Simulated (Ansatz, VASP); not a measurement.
Two plane-wave programs on BN

```
CELL_PARAMETERS angstrom
0.00000 1.81300 1.78581
1.81300 0.00000 1.78581
1.81300 1.81300 0.00000
ATOMIC_POSITIONS crystal
B 0.00000 0.00000 0.00000
N 0.75000 0.75000 0.75000
```

Change from the starting cell: strain +0.000 along x and y, -0.015 along z, atoms carried along.

Alike in both runs: task single point; functional PBE; k mesh 12 × 12 × 12; occupations gaussian, width 0.05 eV; no spin polarisation.

|  | VASP | Ansatz |
| --- | --- | --- |
| version | VASP 6.6.1 | Ansatz 0.2.0 |
| potentials or method | VASP PAW PBE potentials, release 64 (B, N), cutoff 520 eV | scalar-relativistic, plane waves, PAW |
| valence electrons in the cell | 8 | 8 |

|  | VASP | Ansatz | Ansatz less VASP |
| --- | --- | --- | --- |
| gap on the k mesh at the Fermi level (eV) | 4.20 | 4.21 | +0.012 |
| least direct gap on the mesh (eV) | 8.68 | 8.69 | +0.011 |
| pressure (GPa) | 5.6 | 5.3 | -0.28 |
| traceless stress, the component that is largest in VASP (GPa) | 6.10 | 6.10 | -0.002 |
